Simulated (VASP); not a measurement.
Ga15N15F (a cell with a defect), 31 atoms in the cell. The cell holds a defect, 31 atoms: a = 6.437 Å, b = 6.437 Å, c = 10.487 Å, α = 90.00°, β = 90.00°, γ = 120.00°. 

```yaml
Program: VASP 6.6.1
Task: single point
Functional: PBE
Potentials_or_basis: VASP PAW PBE potentials, release 64 (Ga_d, F, N)
Cutoff: 520 eV
k_mesh: 1 × 1 × 1, shifted
Occupations: gaussian, width 0.01 eV
Spin: no spin polarisation
Dipole_correction: no
Charge: -1
Further_INCAR_settings: LREAL = Auto; ALGO = Normal; EDIFF = 1e-06; NBANDS = 160; ISYM = -1; NELECT = 278.0
```

Potentials or basis: VASP PAW PBE potentials, release 64 (Ga_d, F, N).

Command:

```console
$ cat potpaw_PBE.64/Ga_d/POTCAR potpaw_PBE.64/F/POTCAR potpaw_PBE.64/N/POTCAR > POTCAR
$ mpirun -np 1 vasp_std > vasp.out
```

Hardware: 1 thread of Intel(R) Xeon(R) Platinum 8488C (Sapphire Rapids), on a shared host.

Q: Estimate the wall time of this run.

A: Run time: 3.4 min on 1 thread of Intel(R) Xeon(R) Platinum 8488C (Sapphire Rapids), with other jobs on the host, peak memory 0.44 GiB. Counts: scf iterations 20, k points 1.
